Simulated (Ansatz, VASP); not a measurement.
## Two plane-wave programs on CsPbCl3

INCAR

```
SYSTEM = CsPbCl3
PREC = Accurate
ENCUT = 600
EDIFF = 1E-6
ISMEAR = -1
SIGMA = 0.05
LREAL = .FALSE.
LASPH = .TRUE.
NELM = 80
ALGO = Normal
ISIF = 3
LWAVE = .FALSE.
LCHARG = .FALSE.
GGA = PE
IBRION = 2
NSW = 60
EDIFFG = -0.01
```

File KPOINTS:

```
regular mesh
0
G
  5 5 5
  0 0 0
```

POSCAR

```
CsPbCl3
1.0
    5.6050000000      0.0000000000      0.0000000000
    0.0000000000      5.6050000000      0.0000000000
    0.0000000000      0.0000000000      5.6050000000
Pb Cs Cl
1 1 3
Direct
    0.5000000000      0.5000000000      0.5000000000
    0.0000000000      0.0000000000      0.0000000000
    0.5000000000      0.0000000000      0.5000000000
    0.0000000000      0.5000000000      0.5000000000
    0.5000000000      0.5000000000      0.0000000000
```

The input input.yaml:

```yaml
crystal:
  lattice:
    - [5.605, 0.0, 0.0]
    - [0.0, 5.605, 0.0]
    - [0.0, 0.0, 5.605]
  atoms:
    - { symbol: Pb, position: [0.5, 0.5, 0.5] }
    - { symbol: Cs, position: [0.0, 0.0, 0.0] }
    - { symbol: Cl, position: [0.5, 0.0, 0.5] }
    - { symbol: Cl, position: [0.0, 0.5, 0.5] }
    - { symbol: Cl, position: [0.5, 0.5, 0.0] }
hamiltonian:
  xc: pbe
  pseudopotentials: { kind: paw }
kpoints:
  mp_grid: { grid: [5, 5, 5] }
scf:
  occupations: { method: fermi_dirac, width: 0.05 }
output:
  forces: true
  stress: true
  eigenvalues: true
relax:
  f_tol: 0.01
  max_steps: 40
  cell: { stress_tol: 0.05 }
```

Alike in both runs: task relaxation of cell and atoms; functional PBE; k mesh 5 × 5 × 5; occupations fermi-dirac, width 0.05 eV; no spin polarisation.

```csv
,VASP,Ansatz
version,VASP 6.6.1,Ansatz 0.2.0
potentials or method,"VASP PAW PBE potentials, release 64 (Pb_d, Cs_sv, Cl)",Ansatz PAW
plane-wave cutoff (eV),600,420
valence electrons in the cell,44,44
```

Ansatz gave:

| Quantity | Value |
| --- | --- |
| gap on the k mesh at the Fermi level, each at its own relaxed structure (eV) | 3.09 |
| relaxed volume (Å³/atom) | 37.69 |
| relaxed cell length with the largest relative difference (Å) | 5.733 |

**Question.** Estimate VASP's values.

**Answer.** gap on the k mesh at the Fermi level, each at its own relaxed structure (eV): 3.10; relaxed volume (Å³/atom): 37.68; relaxed cell length with the largest relative difference (Å): 5.733.

Spin-orbit coupling is off throughout. Noted on Ansatz's run: odd divisions of the mesh miss points on the zone boundary, where band edges often lie, so the gap on the mesh can be too wide; the plane-wave basis is chosen anew once the cell has moved, so the energies of steps on either side of that aren't comparable.
